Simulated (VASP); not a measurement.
# TiAl3 (P1) in VASP: further runs

TiAl3 is run at these levels: r2SCAN; tasks: single point.

Program: VASP 6.6.1. These are calculated values, not measurements. Logs are shortened: lines on timing, memory, paths and dates and some standing lists are left out, and cuts for length are marked.

### Step 1. The cell of the first run

The typed cell holds 4 atoms: a = 2.812 Å, b = 4.642 Å, c = 4.935 Å, α = 90.24°, β = 90.75°, γ = 90.80°.

### Step 2. Single point, r2SCAN

File POSCAR:

```
TiAl3
1.0
    2.8116683263     -0.0196588470     -0.0186566057
   -0.0324080002      4.6421640465     -0.0100864170
   -0.0321977504     -0.0105593121      4.9349421324
Ti Al
1 3
Direct
   -0.0267402667      0.4885473599      0.1760357973
    0.5033607929      0.5236931408      0.6745434641
    0.4735485346      0.0418715234      0.3082792194
    0.0048113747     -0.0030813399      0.8463180768
```

File INCAR.step1:

```
SYSTEM = TiAl3
PREC = Accurate
ENCUT = 520
ISMEAR = 0
SIGMA = 0.1
LREAL = .FALSE.
LASPH = .TRUE.
NELM = 100
NBANDS = 18
GGA = PE
ALGO = Normal
EDIFF = 1E-4
LWAVE = .TRUE.
LCHARG = .FALSE.
```

File INCAR.step2:

```
SYSTEM = TiAl3
PREC = Accurate
ENCUT = 520
EDIFF = 1E-7
ISMEAR = 0
SIGMA = 0.1
LREAL = .FALSE.
LASPH = .TRUE.
NELM = 100
ALGO = Normal
ISIF = 2
LWAVE = .FALSE.
LCHARG = .FALSE.
METAGGA = R2SCAN
LMIXTAU = .TRUE.
NBANDS = 18
ISTART = 1
```

File KPOINTS:

```
Automatic mesh
0
G
  4 2 2
  0 0 0
```

Potentials or basis: VASP PAW PBE potentials, release 64 (Ti_sv, Al).

On the command line:

```sh
cat potpaw_PBE.64/Ti_sv/POTCAR potpaw_PBE.64/Al/POTCAR > POTCAR
cp INCAR.step1 INCAR
mpirun -np 1 vasp_std > vasp.out
cp INCAR.step2 INCAR
mpirun -np 1 vasp_std > vasp.out
```

OUTCAR:

```text
SYSTEM = TiAl3
   PREC = Accurate
   ENCUT = 520
   EDIFF = 1E-7
   ISMEAR = 0
   LREAL = .FALSE.
   LASPH = .TRUE.
   NELM = 100
   ISIF = 2
   METAGGA = R2SCAN
   ISTART = 1

 ion  position               nearest neighbor table
   1  0.973  0.489  0.176-   3 2.58   3 2.60   2 2.80   4 2.80   2 2.81   2 2.86   4 2.87   2 2.91
                             3 2.98   3 3.02
   2  0.503  0.524  0.675-   4 2.72   4 2.76   1 2.80   1 2.81   1 2.86   3 2.87   1 2.91   4 2.94
                             4 2.96   3 3.02
   3  0.474  0.042  0.308-   1 2.58   1 2.60   4 2.62   4 2.75   2 2.87   1 2.98   4 2.99   2 3.02
                             1 3.02   4 3.04
   4  0.005  0.997  0.846-   3 2.62   2 2.72   3 2.75   2 2.76   1 2.80   1 2.87   2 2.94   2 2.96
                             3 2.99   3 3.04

  LATTYP: Found a triclinic cell.
 ALAT       =     2.8117989466
 B/A-ratio  =     1.9421376807
 C/A-ratio  =     1.7551249424
 COS(alpha) =     0.0031406690
 COS(beta)  =     0.0131439843
 COS(gamma) =     0.5267619076

  Lattice vectors:

 A1 = (   2.8116683263,  -0.0196588470,  -0.0186566057)
 A2 = (   2.8440763265,  -4.6618228935,  -0.0085701887)
 A3 = (   0.0321977504,   0.0105593121,  -4.9349421324)

Analysis of symmetry for initial positions (statically):
=====================================================================
 Subroutine PRICEL returns:
 Original cell was already a primitive cell.

 Routine SETGRP: Setting up the symmetry group for a
 triclinic supercell.

 Subroutine GETGRP returns: Found  1 space group operations
 (whereof  1 operations were pure point group operations)
 out of a pool of  2 trial point group operations.

The static configuration has the point symmetry C_1 .

Analysis of symmetry for dynamics (positions and initial velocities):
=====================================================================
 Subroutine PRICEL returns:
 Original cell was already a primitive cell.

 Routine SETGRP: Setting up the symmetry group for a
 triclinic supercell.

 Subroutine GETGRP returns: Found  1 space group operations
 (whereof  1 operations were pure point group operations)
 out of a pool of  2 trial point group operations.

The dynamic configuration has the point symmetry C_1 .

 Subroutine INISYM returns: Found  1 space group operations
 (whereof  1 operations are pure point group operations),
 and found     1 'primitive' translations

----------------------------------------------------------------------------------------

                                     Primitive cell

  volume of cell :      64.4057

  direct lattice vectors                    reciprocal lattice vectors
     2.811668326 -0.019658847 -0.018656606     0.355693558  0.002488231  0.002326027
    -0.032408000  4.642164046 -0.010086417     0.001509373  0.215428334  0.000470801
    -0.032197750 -0.010559312  4.934942132     0.001347789  0.000449716  0.202646377

  length of vectors
     2.811798947  4.642288126  4.935058464     0.355709866  0.215434136  0.202651358

  position of ions in fractional coordinates (direct lattice)
     0.973259733  0.488547360  0.176035797
     0.503360793  0.523693141  0.674543464
     0.473548535  0.041871523  0.308279219
     0.004811375  0.996918660  0.846318077

  ion indices of the primitive-cell ions
   primitive index   ion index
                 1           1
                 2           2
                 3           3
                 4           4

----------------------------------------------------------------------------------------

 KPOINTS: Automatic mesh

Automatic generation of k-mesh.
 Grid dimensions read from file:
 generate k-points for:    4    2    2

 Generating k-lattice:

  Cartesian coordinates                     Fractional coordinates (reciprocal lattice)
     0.088923390  0.000622058  0.000581507     0.250000000 -0.000000000  0.000000000
     0.000754686  0.107714167  0.000235400     0.000000000  0.500000000 -0.000000000
     0.000673894  0.000224858  0.101323189     0.000000000  0.000000000  0.500000000

  Length of vectors
     0.088927467  0.107717068  0.101325679

  Shift w.r.t. Gamma in fractional coordinates (k-lattice)
     0.000000000  0.000000000  0.000000000

 Subroutine IBZKPT returns following result:
 ===========================================

 Found     12 irreducible k-points:

 Following reciprocal coordinates:
            Coordinates               Weight
  0.000000  0.000000  0.000000      1.000000
  0.250000  0.000000  0.000000      2.000000
  0.500000  0.000000  0.000000      1.000000
 -0.000000  0.500000  0.000000      1.000000
  0.250000  0.500000  0.000000      2.000000
  0.500000  0.500000  0.000000      1.000000
 -0.000000  0.000000  0.500000      1.000000
  0.250000  0.000000  0.500000      2.000000
  0.500000  0.000000  0.500000      1.000000
 -0.000000  0.500000  0.500000      1.000000
  0.250000  0.500000  0.500000      2.000000
  0.500000  0.500000  0.500000      1.000000
   k-points           NKPTS =     12   k-points in BZ     NKDIM =     12   number of bands    NBANDS=     18
   number of dos      NEDOS =    301   number of ions     NIONS =      4
   total plane-waves  NPLWV =  34560
   dimension x,y,z NGX =    24 NGY =   36 NGZ =   40
   dimension x,y,z NGXF=    48 NGYF=   72 NGZF=   80
   ions per type =               1   3
   NGX,Y,Z   is equivalent  to a cutoff of  14.19, 12.89, 13.47 a.u.
   NGXF,Y,Z  is equivalent  to a cutoff of  28.38, 25.78, 26.95 a.u.
 SYSTEM =  TiAl3
   PREC   = accura    normal or accurate (medium, high low for compatibility)
   ISTART =      1    job   : 0-new  1-cont  2-samecut
   ICHARG =      0    charge: 1-file 2-atom 10-const
   ISPIN  =      1    spin polarized calculation?
   LNONCOLLINEAR =      F non collinear calculations
   LSORBIT =      F    spin-orbit coupling
   LASPH  =      T    aspherical Exc in radial PAW
   ENCUT  =  520.0 eV  38.22 Ry    6.18 a.u.   5.23  8.63  9.18*2*pi/ulx,y,z
   NELM   =    100;   NELMIN=  2; NELMDL=  0     # of ELM steps
   EDIFF  = 0.1E-06   stopping-criterion for ELM
   LREAL  =      F    real-space projection
   EDIFFG = 0.1E-05   stopping-criterion for IOM
   NSW    =      0    number of steps for IOM
   IBRION =     -1    ionic relax: 0-MD 1-quasi-New 2-CG
   NFREE  =      0    steps in history (QN), initial steepest desc. (CG)
   ISIF   =      2    stress and relaxation
   ISYM   =      2    0-nonsym 1-usesym 2-fastsym
   POTIM  = 0.5000    time-step for ionic-motion
   TEBEG  =    0.0;   TEEND  =   0.0 temperature during run
   PSTRESS=    0.0 pullay stress
   NELECT =      21.0000    total number of electrons
   NUPDOWN=      -1.0000    fix difference up-down
   EMIN   =  10.00;   EMAX   =-10.00  energy-range for DOS
   EFERMI =   0.00;   METHOD = LEGACY
   ISMEAR =     0;   SIGMA  =   0.10  broadening in eV -4-tet -1-fermi 0-gaus
   EFERMI_NEDOS =   21; number of points for ismear=-14 and -15
   IALGO  =     38    algorithm
   IMIX   =      4    mixing-type and parameters
     AMIX     =   0.40;   BMIX     =  1.00
     AMIX_MAG =   1.60;   BMIX_MAG =  1.00
  volume/ion in A,a.u.               =      16.10       108.66
  Fermi-wavevector in a.u.,A,eV,Ry     =   1.126782  2.129309 17.274458  1.269637
  Thomas-Fermi vector in A             =   2.263465
   LORBIT       =      0    0 simple, 1 ext, 2 COOP (PROOUT), +10 PAW based schemes
   METAGGA = R2SCAN    functional components
   LHFCALC =     F    Hartree Fock is set to
   AEXX    =    0.0000 exact exchange contribution
   IVDW    =     0    specifies the selected vdW correction
   LEPSILON=     F    determine dielectric tensor
   LRPA    =     F    only Hartree local field effects (RPA)
 non-spin polarized calculation
 Gauss-broadening in eV      SIGMA  =   0.10
  energy-cutoff  :      520.00
  volume of cell :       64.41
 maximum number of plane-waves:      1758
 NGX is ok and might be reduce to    24
   NGX = 11   NGY = 17   NGZ = 19

 number of electron      21.0000000 magnetization

 Free energy of the ion-electron system (eV)
  ---------------------------------------------------
  ext. energy  EPLUGINS =         0.00000000
  ---------------------------------------------------
  free energy    TOTEN  =       -33.80995619 eV

  energy without entropy =      -33.79921651  energy(sigma->0) =      -33.80458635

 E-fermi :   8.2220     XC(G=0): -11.4279

 val. band max:        8.1148958130   @ k =  -0.0000   0.5000   0.5000
 cond. band min:       8.2296255081   @ k =   0.2500   0.5000   0.5000
 fundamental gap:      0.1147296951
 Fermi energy:         8.2219913121

 k-point     1 :       0.0000    0.0000    0.0000
  band No.  band energies     occupation
      1     -50.6063      2.00000
      2     -25.9275      2.00000
      3     -25.8732      2.00000
      4     -25.5083      2.00000
      5      -2.6268      2.00000
      6       2.5279      2.00000
[... 10 lines left out ...]
     17      14.5815      0.00000
     18      14.8996      0.00000

 k-point     2 :       0.2500    0.0000    0.0000
  band No.  band energies     occupation
      1     -50.5743      2.00000
      2     -25.8961      2.00000
      3     -25.8418      2.00000
      4     -25.7689      2.00000
      5      -1.3744      2.00000
      6       3.6242      2.00000
[... 10 lines left out ...]
     17      13.1213      0.00000
     18      14.2165      0.00000

 k-point     3 :       0.5000    0.0000    0.0000
  band No.  band energies     occupation
      1     -50.5421      2.00000
      2     -26.0227      2.00000
      3     -25.8644      2.00000
      4     -25.8098      2.00000
      5       2.2010      2.00000
      6       2.2235      2.00000
[... 160 lines left out ...]
 k-point    11 :       0.2500    0.5000    0.5000
  band No.  band energies     occupation
      1     -50.5742      2.00000
      2     -25.8975      2.00000
      3     -25.8454      2.00000
      4     -25.7684      2.00000
      5       1.0563      2.00000
      6       1.6092      2.00000
[... 10 lines left out ...]
     17      13.0192      0.00000
     18      15.3739      0.00000

 k-point    12 :       0.5000    0.5000    0.5000
  band No.  band energies     occupation
      1     -50.5420      2.00000
      2     -26.0217      2.00000
      3     -25.8652      2.00000
      4     -25.8124      2.00000
      5       3.7788      2.00000
      6       4.4034      2.00000
[... 10 lines left out ...]
     17      13.7665      0.00000
     18      15.8946      0.00000

------------------------ aborting loop because EDIFF is reached ----------------------------------------

  FORCE on cell =-STRESS in cart. coord.  units (eV):
  Direction    XX          YY          ZZ          XY          YZ          ZX
  --------------------------------------------------------------------------------------
  -------------------------------------------------------------------------------------
  Total       -0.0566367      2.7870197     -0.7167281      0.2636519      0.2119026      0.4554377
  in kB       -1.4089122     69.3307821    -17.8295542      6.5586868      5.2713568     11.3296107
  external PRESSURE =      16.6974386 kB  Pullay stress =       0.0000000 kB

 VOLUME and BASIS-vectors are now :
 -----------------------------------------------------------------------------
  energy-cutoff  :      520.00
  volume of cell :       64.41
      direct lattice vectors                 reciprocal lattice vectors
     2.811668326 -0.019658847 -0.018656606     0.355693558  0.002488231  0.002326027
    -0.032408000  4.642164046 -0.010086417     0.001509373  0.215428334  0.000470801
    -0.032197750 -0.010559312  4.934942132     0.001347789  0.000449716  0.202646377

 POSITION                                       TOTAL-FORCE (eV/Angst)
 -----------------------------------------------------------------------------------
      2.71498      2.24693      0.84564         0.244361      1.561275     -0.482441
      1.37659      2.41405      3.31416        -0.281288     -0.290865     -0.197718
      1.32018      0.18181      1.51208         0.140405     -1.650207      1.364803
     -0.04603      4.61883      4.16639        -0.103479      0.379798     -0.684643
 -----------------------------------------------------------------------------------
    total drift:                               -0.000035     -0.000047     -0.000044

  FREE ENERGIE OF THE ION-ELECTRON SYSTEM (eV)
  ---------------------------------------------------
  free  energy   TOTEN  =       -33.8099561949 eV

  energy  without entropy=      -33.7992165145  energy(sigma->0) =      -33.80458635
```

It took 82 s on 1 thread of AMD EPYC 7R13, shared host; peak memory 0.19 GiB.

Results:

```
Free energy            : -33.8100 eV
Pressure               : 1.7 GPa
Largest force          : 2.146 eV/Å
Band gap on the k mesh : zero (an odd number of electrons rules out a gap without spin polarisation)
```

Forces on the atoms (eV/Å):
```
Ti   0.244  1.561 -0.482
Al  -0.281 -0.291 -0.198
Al   0.140 -1.650  1.365
Al  -0.103  0.380 -0.685
```

Caveat: the k points lie up to 0.68 Å⁻¹ apart, too coarse for converged energies and pressures of a metal; the PAW data sets were made with another functional, which shifts forces and pressure a little.

[end of part 1 of 2]

The gap in the log of VASP goes by the Fermi energy; the results here count the filled bands.